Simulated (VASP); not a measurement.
# MgCd5Se6: single point with PBE

Crystal: MgCd5Se6.

```xyz
12
Lattice="4.0401 0.0000 0.0000 0.0000 4.0401 0.0000 0.0000 0.0000 17.1101" Properties=species:S:1:pos:R:3 pbc="T T T"
Mg    2.0200    2.0200    0.0000
Cd    0.0000    0.0000   14.2864
Cd    0.0000    0.0000    2.8236
Cd    2.0200    2.0200    5.6749
Cd    0.0000    0.0000    8.5550
Cd    2.0200    2.0200   11.4351
Se    0.0000    0.0000    0.0000
Se    2.0200    2.0200    2.7816
Se    0.0000    0.0000    5.6815
Se    2.0200    2.0200    8.5550
Se    0.0000    0.0000   11.4286
Se    2.0200    2.0200   14.3284
```

- Program: VASP 6.6.1
- Task: single point
- Functional: PBE
- Potentials or basis: VASP PAW PBE potentials, release 64 (Mg, Cd, Se)
- Cutoff: 520 eV
- k mesh: 4 × 4 × 1
- Occupations: gaussian, width 0.1 eV
- Spin: no spin polarisation
- Dipole correction: no
- Further INCAR settings: ALGO = Normal; EDIFF = 1e-06; NBANDS = 61

```json
{
  "Pressure": "0.2 GPa",
  "Largest force": "0.036 eV/Å",
  "Band gap on the k mesh": "zero (bands 49 and 50 overlap by 0.32 eV)"
}
```

Forces in eV/Å, atoms in the order of the input:
```
Mg   0.000  0.000  0.000
Cd   0.000  0.000  0.009
Cd   0.000  0.000 -0.009
Cd   0.000  0.000  0.010
Cd   0.000  0.000  0.000
Cd   0.000  0.000 -0.010
Se   0.000  0.000  0.000
Se   0.000  0.000 -0.036
Se   0.000  0.000 -0.010
Se   0.000  0.000  0.000
Se   0.000  0.000  0.010
Se   0.000  0.000  0.036
```

Levels at points of the mesh, in eV from the Fermi level:
| k point | band 45 | band 46 | band 47 | band 48 | band 49 | band 50 | band 51 | band 52 | band 53 | band 54 |
| --- | --- | --- | --- | --- | --- | --- | --- | --- | --- | --- |
| (0.00, 0.00, 0.00) | -0.85 | -0.85 | -0.52 | -0.46 | -0.46 | -0.22 | 0.38 | 1.07 | 1.52 | 2.78 |
| (0.50, 0.00, 0.00) | -0.11 | -0.10 | -0.04 | -0.03 | -0.01 | 3.49 | 3.50 | 3.59 | 3.68 | 3.86 |
| (0.50, 0.50, 0.00) | -2.52 | -1.99 | -1.98 | -1.94 | -1.94 | -0.33 | 0.01 | 1.85 | 1.94 | 2.09 |

Run time: 88 s on 1 thread of Intel(R) Xeon(R) 6975P-C (Granite Rapids) (shared host), peak memory 0.38 GiB.

Caveat: the k points lie up to 0.39 Å⁻¹ apart; semilocal functionals underestimate gaps, so a narrow gap can read as zero.
